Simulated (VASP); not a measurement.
The system is LiCl.

```xyz
4
Lattice="3.9249 0.0000 0.0000 -1.9624 3.3990 0.0000 0.0000 0.0000 6.3572" Properties=species:S:1:pos:R:3 pbc="T T T"
Li    1.9624    1.1330    5.5690
Li    0.0000    2.2660    2.3904
Cl    1.9624    1.1330    3.1721
Cl    0.0000    2.2660    6.3507
```

Program: VASP 6.6.1. Alike in all runs: task single point; level LDA; potentials or basis VASP PAW LDA potentials, release 64 (Li_sv, Cl); no spin polarisation; cell as given; cutoff (eV) 520; smearing gaussian 0.01 eV. Hardware: 1 thread of AMD EPYC 7R13 Processor (Zen 3), with other jobs on the host.

Question: Order these runs on this cell by their wall time, lowest first.
A. k mesh 5 × 5 × 3
B. k mesh 2 × 2 × 1
C. k mesh 8 × 8 × 5

Answer: B (5.5 s), A (12 s), C (31 s).

Caveats: some runs use coarse meshes.
